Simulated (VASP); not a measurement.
A run of VASP 6.6.1:

The input INCAR:

```
SYSTEM = CaSe
PREC = Accurate
ENCUT = 520
EDIFF = 1E-6
ISMEAR = 0
SIGMA = 0.01
LREAL = .FALSE.
LASPH = .TRUE.
NELM = 150
ALGO = Normal
ISIF = 2
LWAVE = .FALSE.
LCHARG = .TRUE.
MAGMOM = 0 0 0 0 0 0
LORBIT = 11
LSORBIT = .TRUE.
GGA_COMPAT = .FALSE.
LORBMOM = .TRUE.
GGA = PS
LVHAR = .TRUE.
NBANDS = 28
```

File KPOINTS:

```
Automatic mesh
0
G
  8 8 8
  0 0 0
```

POSCAR

```
CaSe
1.0
    2.9344505834      2.9344505834      0.0000000000
   -2.9344505834      2.9344505834      0.0000000000
    0.0000000000      2.9344505834      2.9344505834
Ca Se
1 1
Direct
    0.0000000000      0.0000000000      0.0000000000
    0.5000000000      0.5000000000      0.0000000000
```

Potentials or basis: VASP PAW PBE potentials, release 64 (Ca_sv, Se).

The run is started by

```sh
$ cat potpaw_PBE.64/Ca_sv/POTCAR potpaw_PBE.64/Se/POTCAR > POTCAR
$ mpirun -np 1 vasp_ncl > vasp.out
```

Hardware: 1 thread of Intel(R) Xeon(R) Platinum 8375C CPU @ 2.90GHz (Ice Lake), with other jobs on the host.

Estimate the wall time of this run.

Wall time 52 s on 1 thread of Intel(R) Xeon(R) Platinum 8375C CPU @ 2.90GHz (Ice Lake) (shared host), peak memory 0.33 GiB. Counts: scf iterations 12, k points 29.
